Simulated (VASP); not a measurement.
## CsV3: relaxation of cell and atoms with PBE

Crystal: CsV3.

```
Cs V
1.0
     4.11624    0.00000    0.00000
     0.00000    4.11624    0.00000
     0.00000    0.00000    4.11624
Cs V
1 3
Cartesian
  0.0000 0.0000 0.0000
  0.0000 2.0581 2.0581
  2.0581 0.0000 2.0581
  2.0581 2.0581 0.0000
```

* Program: VASP 6.6.1
* Task: relaxation of cell and atoms
* Functional: PBE
* Potentials or basis: VASP PAW PBE potentials, release 64 (Cs_sv, V_sv)
* Cutoff: 600 eV
* k mesh: 12 × 12 × 12
* Occupations: gaussian, width 0.1 eV
* Spin: no spin polarisation
* Dipole correction: no
* Further INCAR settings: ALGO = Fast; EDIFF = 1e-06; IBRION = 2; EDIFFG = -0.01; NSW = 100; ISIF = 3

| Item | Value |
| --- | --- |
| Relaxed volume | 17.78 Å³/atom |
| Relaxed cell | a = 4.143 Å, b = 4.143 Å, c = 4.143 Å, α = 90.00°, β = 90.00°, γ = 90.00° |
| Space group after relaxing (to 0.1 Å) | Pm-3m (No. 221) |
| Energy gained by relaxing | 1.8 meV/atom |
| Ionic steps | 3 |
| Pressure after relaxing | 0.1 GPa |
| Band gap on the k mesh | zero (bands 24 and 25 overlap by 0.70 eV) |

The path:
```csv
step,energy change (eV),largest force (eV/Å),pressure (GPa),volume (Å³)
1,0.0000,0.0000,1.69,69.74
2,-0.0061,0.0000,-0.57,71.62
3,-0.0070,0.0000,0.08,71.11
```

Final structure:
```
Cs V
1.0
     4.14288    0.00000    0.00000
     0.00000    4.14288    0.00000
     0.00000    0.00000    4.14288
Cs V
1 3
Cartesian
  0.0000 0.0000 0.0000
  0.0000 2.0714 2.0714
  2.0714 0.0000 2.0714
  2.0714 2.0714 0.0000
```

Levels at points of the mesh, in eV from the Fermi level:
```
           k point  band 20  band 21  band 22  band 23  band 24  band 25  band 26  band 27  band 28
(0.00, 0.00, 0.00)    -2.22    -2.22    -2.22    -1.68     0.14     0.14     0.14     1.36     1.36
(0.50, 0.00, 0.00)    -1.45    -0.89    -0.89    -0.89    -0.82    -0.07    -0.07     0.52     0.58
(0.50, 0.50, 0.00)    -1.29    -0.79    -0.79    -0.37    -0.08     0.15     0.15     0.15     0.28
(0.50, 0.50, 0.50)    -0.81    -0.45    -0.45    -0.45    -0.29     0.16     0.16     0.16     0.46
```

Wall time 11 min on 1 thread of Oxide Virtual Turin-like Processor, on a shared host, peak memory 0.31 GiB.

Caveat: spin-orbit coupling is left out, which moves the levels of the heavy elements.
